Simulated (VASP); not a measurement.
Set up this calculation in VASP 6.6.1, as the native input.

```yaml
Task: single point
Functional: PBE
Potentials_or_basis: VASP PAW PBE potentials, release 64 (Hf_pv, N)
Cutoff: 520 eV
k_mesh: 18 × 18 × 18
Occupations: fermi-dirac, width 0.05 eV
Spin: no spin polarisation
Dipole_correction: no
Further_INCAR_settings: ALGO = Normal; EDIFF = 1e-06; NBANDS = 14
```

The structure of HfN lies in POSCAR:

```
HfN
1.0
    0.0000000000      2.2590000000      2.2590000000
    2.2590000000      0.0000000000      2.2590000000
    2.2590000000      2.2590000000      0.0000000000
Hf N
1 1
Direct
    0.0000000000      0.0000000000      0.0000000000
    0.5000000000      0.5000000000      0.5000000000
```

The input as run:

INCAR

```
SYSTEM = HfN
ALGO = Normal
EDIFF = 1E-6
ENCUT = 520
GGA = PE
ISIF = 2
ISMEAR = -1
LASPH = .True.
LCHARG = .False.
LREAL = .False.
LWAVE = .False.
NBANDS = 14
NELM = 100
PREC = Accurate
SIGMA = 0.05
```

KPOINTS

```
k-points
0
Gamma
  18 18 18
  0 0 0
```

Potentials or basis: VASP PAW PBE potentials, release 64 (Hf_pv, N).

Launch:

```sh
$ cat potpaw_PBE.64/Hf_pv/POTCAR potpaw_PBE.64/N/POTCAR > POTCAR
$ mpirun -np 1 vasp_std > vasp.out
```

It gave:

```json
{"Pressure": "3.0 GPa"}
```

Wall time 16 s on 1 thread of Intel(R) Xeon(R) 6975P-C (Granite Rapids) (shared host), peak memory 0.19 GiB.
